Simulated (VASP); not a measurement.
# GeN (Fd-3m) in VASP: further runs, part 2 of 2

VASP 6.6.1. Earlier steps stand in the parts before.

## (4) Single point, PBE

INCAR

```
ALGO = Normal
EDIFF = 1E-7
ENCUT = 520
GGA = PE
ISIF = 2
ISMEAR = 0
LASPH = True
LCHARG = True
LELF = True
LREAL = False
LVHAR = True
LWAVE = False
NBANDS = 27
NELM = 80
PREC = Accurate
SIGMA = 0.1
```

KPOINTS

```
k-points
0
Gamma
  14 14 14
```

POSCAR

```
GeN
1.0
    0.0000000000      2.9142022172      2.9142022172
    2.9142022172      0.0000000000      2.9142022172
    2.9142022172      2.9142022172      0.0000000000
Ge N
2 2
Direct
    0.0000000000      0.0000000000      0.0000000000
    0.2500000000      0.2500000000      0.2500000000
    0.5000000000      0.5000000000      0.5000000000
    0.7500000000      0.7500000000      0.7500000000
```

Potentials or basis: VASP PAW PBE potentials, release 64 (Ge_d, N).

Started as:

```bash
$ cat potpaw_PBE.64/Ge_d/POTCAR potpaw_PBE.64/N/POTCAR > POTCAR
$ mpirun -np 1 vasp_std > vasp.out
```

OUTCAR:

```text
EDIFF = 1E-7
   ENCUT = 520
   GGA = PE
   ISIF = 2
   ISMEAR = 0
   LASPH = True
   LREAL = False
   NELM = 80
   PREC = Accurate

 ion  position               nearest neighbor table
   1  0.000  0.000  0.000-   2 2.52   2 2.52   2 2.52   2 2.52
   2  0.250  0.250  0.250-   1 2.52   1 2.52   1 2.52   1 2.52
   3  0.500  0.500  0.500-
   4  0.750  0.750  0.750-

  LATTYP: Found a face centered cubic cell.
[... 918 lines left out ...]

  FORCE on cell =-STRESS in cart. coord.  units (eV):
  Direction    XX          YY          ZZ          XY          YZ          ZX
  --------------------------------------------------------------------------------------
  -------------------------------------------------------------------------------------
  Total        0.0037601      0.0037601      0.0037601      0.0000000     -0.0000000     -0.0000000
  in kB        0.1217082      0.1217082      0.1217082      0.0000000     -0.0000000     -0.0000000
  external PRESSURE =       0.1217082 kB  Pullay stress =       0.0000000 kB

 VOLUME and BASIS-vectors are now :
 -----------------------------------------------------------------------------
  energy-cutoff  :      520.00
  volume of cell :       49.50
      direct lattice vectors                 reciprocal lattice vectors
     0.000000000  2.914202217  2.914202217    -0.171573543  0.171573543  0.171573543
     2.914202217  0.000000000  2.914202217     0.171573543 -0.171573543  0.171573543
     2.914202217  2.914202217  0.000000000     0.171573543  0.171573543 -0.171573543

 POSITION                                       TOTAL-FORCE (eV/Angst)
 -----------------------------------------------------------------------------------
      0.00000      0.00000      0.00000         0.000000      0.000000      0.000000
      1.45710      1.45710      1.45710        -0.000000     -0.000000     -0.000000
      2.91420      2.91420      2.91420         0.000000      0.000000      0.000000
      4.37130      4.37130      4.37130        -0.000000     -0.000000     -0.000000
 -----------------------------------------------------------------------------------
    total drift:                               -0.000000      0.000000      0.000000

  FREE ENERGIE OF THE ION-ELECTRON SYSTEM (eV)
  ---------------------------------------------------
  free  energy   TOTEN  =       -17.5715832159 eV

  energy  without entropy=      -17.5554107793  energy(sigma->0) =      -17.56349700
```

Wall time 49 s (1 thread of Intel Xeon 6975P-C (Granite Rapids), shared host); peak memory 0.25 GiB.

What came out:

```yaml
Free_energy: -17.5716 eV
Pressure: 0.0 GPa
Band_gap_on_the_k_mesh: zero (bands 19 and 20 overlap by 2.39 eV)
```

Levels at points of the mesh, in eV from the Fermi level:
| k point | band 15 | band 16 | band 17 | band 18 | band 19 | band 20 | band 21 | band 22 | band 23 | band 24 |
| --- | --- | --- | --- | --- | --- | --- | --- | --- | --- | --- |
| (0.00, 0.00, 0.00) | -2.60 | -2.60 | -2.28 | -2.28 | -2.28 | -0.42 | -0.08 | -0.08 | -0.08 | 6.75 |
| (0.50, 0.00, 0.00) | -3.57 | -3.57 | -2.73 | -2.73 | -0.80 | -0.22 | 1.52 | 1.52 | 4.24 | 6.56 |
| (0.50, 0.50, 0.00) | -5.89 | -5.89 | 0.12 | 0.12 | 0.34 | 0.34 | 2.21 | 2.21 | 5.30 | 5.30 |

## (5) Relaxation of cell and atoms, PBE

INCAR

```
PREC     = Accurate       # precision mode
ENCUT    = 600            # plane-wave cutoff, eV
EDIFF    = 1E-6           # SCF threshold, eV
ISMEAR   = 0              # smearing method
SIGMA    = 0.1            # smearing width, eV
LREAL    = F              # projectors in reciprocal space
LASPH    = T              # aspherical terms in the spheres
NELM     = 80             # most SCF steps
ALGO     = Normal         # electronic algorithm
ISIF     = 3              # what is computed and relaxed
LWAVE    = F              # write WAVECAR
LCHARG   = F              # write CHGCAR
GGA      = PE             # functional
IBRION   = 2              # ionic algorithm
NSW      = 100            # ionic steps
EDIFFG   = -0.01          # ionic threshold
```

KPOINTS

```
regular mesh
0
Gamma
  14 14 14
```

POSCAR

```
GeN
1.0
    0.0000000000      2.9159618632      2.9159618632
    2.9159618632      0.0000000000      2.9159618632
    2.9159618632      2.9159618632      0.0000000000
Ge N
2 2
Direct
    0.0000000000      0.0000000000      0.0000000000
    0.2500000000      0.2500000000      0.2500000000
    0.5000000000      0.5000000000      0.5000000000
    0.7500000000      0.7500000000      0.7500000000
```

Potentials or basis: VASP PAW PBE potentials, release 64 (Ge_d, N).

Started as:

```bash
$ cat potpaw_PBE.64/Ge_d/POTCAR potpaw_PBE.64/N/POTCAR > POTCAR
$ mpirun -np 1 vasp_std > vasp.out
```

OUTCAR:

```text
PREC = Accurate
   ENCUT = 600
   EDIFF = 1E-6
   ISMEAR = 0
   LREAL = F
   LASPH = T
   NELM = 80
   ISIF = 3
   GGA = PE
   IBRION = 2
   NSW = 100
   EDIFFG = -0.01

 ion  position               nearest neighbor table
   1  0.000  0.000  0.000-   2 2.53   2 2.53   2 2.53   2 2.53
   2  0.250  0.250  0.250-   1 2.53   1 2.53   1 2.53   1 2.53
   3  0.500  0.500  0.500-
   4  0.750  0.750  0.750-

  LATTYP: Found a face centered cubic cell.
 ALAT       =     5.8319237264

  Lattice vectors:

 A1 = (   0.0000000000,   2.9159618632,   2.9159618632)
 A2 = (   2.9159618632,   0.0000000000,   2.9159618632)
 A3 = (   2.9159618632,   2.9159618632,   0.0000000000)

Analysis of symmetry for initial positions (statically):
[... 261 lines left out ...]
  ext. energy  EPLUGINS =         0.00000000
  ---------------------------------------------------
  free energy    TOTEN  =       -17.57433190 eV

  energy without entropy =      -17.55816457  energy(sigma->0) =      -17.56624823

 E-fermi :   6.5019     XC(G=0): -11.9573

 val. band max:        6.4958786350   @ k =   0.2857   0.0714   0.0000
 cond. band min:       6.5169508556   @ k =   0.2857   0.2857   0.0000
 fundamental gap:      0.0210722206
 Fermi energy:         6.5018524612

 k-point     1 :       0.0000    0.0000    0.0000
  band No.  band energies     occupation
      1     -18.4300      2.00000
      2     -18.4300      2.00000
      3     -18.4300      2.00000
      4     -18.3921      2.00000
      5     -18.3921      2.00000
      6     -18.2314      2.00000
[... 613 lines left out ...]
     22       7.9806      0.00000
     23      10.2863      0.00000

 [... further k-points ...]

------------------------ aborting loop because EDIFF is reached ----------------------------------------

  FORCE on cell =-STRESS in cart. coord.  units (eV):
  Direction    XX          YY          ZZ          XY          YZ          ZX
  --------------------------------------------------------------------------------------
  -------------------------------------------------------------------------------------
  Total       -0.0157189     -0.0157189     -0.0157189     -0.0000000     -0.0000000      0.0000000
  in kB       -0.5088420     -0.5088420     -0.5088420     -0.0000000     -0.0000000      0.0000000
  external PRESSURE =      -0.5088420 kB  Pullay stress =       0.0000000 kB
[... 19 lines left out ...]
  FREE ENERGIE OF THE ION-ELECTRON SYSTEM (eV)
  ---------------------------------------------------
  free  energy   TOTEN  =       -17.5743318994 eV

  energy  without entropy=      -17.5581645656  energy(sigma->0) =      -17.56624823

 reached required accuracy - stopping structural energy minimisation
```

Wall time 2.2 min (1 thread of Intel Xeon 6975P-C (Granite Rapids), shared host); peak memory 0.29 GiB.

Results:

```yaml
Free_energy: -17.5743 eV
Relaxed_volume: 12.37 Å³/atom
Relaxed_cell: a = 4.121 Å, b = 4.121 Å, c = 4.121 Å, α = 60.00°, β = 60.00°, γ = 60.00°
Space_group_after_relaxing_to_0.1_Å: Fd-3m (No. 227)
Energy_gained_by_relaxing: 0.0 meV/atom
Ionic_steps: 3
Pressure_after_relaxing: -0.1 GPa
```

Final structure:
```xyz
4
Lattice="0.0000 2.9141 2.9141 2.9141 0.0000 2.9141 2.9141 2.9141 0.0000" Properties=species:S:1:pos:R:3 pbc="T T T"
Ge    0.0000    0.0000    0.0000
Ge    1.4571    1.4571    1.4571
N     2.9141    2.9141    2.9141
N     4.3712    4.3712    4.3712
```

Caveat: the highest band is partly filled, so the run has too few bands.

## (6) Overview

| task | cell | k mesh | cutoff (eV) | gap on the mesh (eV) | pressure (GPa) | relaxed volume (Å³/atom) |
| --- | --- | --- | --- | --- | --- | --- |
| single point | a = 4.124 Å, angles 60.0°, 4 atoms | 6 × 6 × 6 | 520 | none | -0.3 | - |
| relaxation of cell and atoms | relaxed from a = 4.224 Å, angles 60.0°, 4 atoms | 6 × 6 × 6 | 600 | - | 0.1 | 12.35 |
| single point | a = 4.121 Å, angles 60.0°, 4 atoms | 14 × 14 × 14 | 520 | none | 0.0 | - |
| relaxation of cell and atoms | relaxed from a = 4.124 Å, angles 60.0°, 4 atoms | 14 × 14 × 14 | 600 | - | -0.1 | 12.37 |

Alike in all rows: level PBE; potentials or basis VASP PAW PBE potentials, release 64 (Ge_d, N); no spin polarisation; smearing gaussian 0.1 eV.

Caveats: the highest band is partly filled, so the run has too few bands (at least some runs).

Total energies depend on the potentials used, so only differences within one code and one set of settings carry meaning.

The gap in the log of VASP goes by the Fermi energy; the results here count the filled bands.